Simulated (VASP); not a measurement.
Write the native input for VASP 6.6.1 that does the following.

| Property | Result |
| --- | --- |
| Task | single point |
| Functional | r2SCAN |
| Potentials or basis | VASP PAW PBE potentials, release 64 (Cd, Se) |
| Cutoff | 520 eV |
| k mesh | 6 × 6 × 2 |
| Occupations | gaussian, width 0.01 eV |
| Spin | no spin polarisation |
| Dipole correction | no |
| Further INCAR settings | ALGO = Normal; EDIFF = 1e-06; NBANDS = 46 |

The system is CdSe.

```xyz
8
Lattice="4.2507 0.0000 0.0000 -2.1254 3.6812 0.0000 0.0000 0.0000 13.8697" Properties=species:S:1:pos:R:3 pbc="T T T"
Cd    0.0000    0.0000   -0.0028
Cd    0.0000    2.4541    3.4669
Cd    0.0000    0.0000    6.9320
Cd    2.1254    1.2271   10.4017
Se    0.0000    0.0000    2.6006
Se    0.0000    2.4541    6.0713
Se    0.0000    0.0000    9.5354
Se    2.1254    1.2271   13.0061
```

One way to write it, as run:

POSCAR

```
CdSe
1.0
    4.2507029418      0.0000000000      0.0000000000
   -2.1253514709      3.6812167315      0.0000000000
    0.0000000000      0.0000000000     13.8696647248
Cd Se
4 4
Direct
    0.0000000000      0.0000000000     -0.0002015640
    0.3333333333      0.6666666667      0.2499621337
    0.0000000000      0.0000000000      0.4997984360
    0.6666666667      0.3333333333      0.7499621337
    0.0000000000      0.0000000000      0.1874999893
    0.3333333333      0.6666666667      0.4377394409
    0.0000000000      0.0000000000      0.6874999893
    0.6666666667      0.3333333333      0.9377394409
```

INCAR.step1

```
PREC = Accurate
ENCUT = 520
ISMEAR = 0
SIGMA = 0.01
LREAL = F
LASPH = T
NELM = 80
NBANDS = 46
GGA = PE
ALGO = Normal
EDIFF = 1E-4
LWAVE = T
LCHARG = F
```

INCAR.step2

```
PREC = Accurate
ENCUT = 520
EDIFF = 1E-6
ISMEAR = 0
SIGMA = 0.01
LREAL = F
LASPH = T
NELM = 80
ALGO = Normal
ISIF = 2
LWAVE = F
LCHARG = T
METAGGA = R2SCAN
LMIXTAU = T
LELF = T
LVHAR = T
NBANDS = 46
ISTART = 1
```

KPOINTS

```
Automatic mesh
0
Gamma
  6 6 2
```

Potentials or basis: VASP PAW PBE potentials, release 64 (Cd, Se).

Command:

```console
$ cat potpaw_PBE.64/Cd/POTCAR potpaw_PBE.64/Se/POTCAR > POTCAR
$ cp INCAR.step1 INCAR
$ mpirun -np 1 vasp_std > vasp.out
$ cp INCAR.step2 INCAR
$ mpirun -np 1 vasp_std > vasp.out
```

It gave:

```
Pressure               : 4.0 GPa
Largest force          : 0.006 eV/Å
Band gap on the k mesh : 1.20 eV
```

Caveat: the cell stands under pressure; the PAW data sets were made with another functional, which shifts forces and pressure a little.

Run time: 17 min on 1 thread of Intel Xeon 8259CL, on a shared host, peak memory 0.42 GiB.
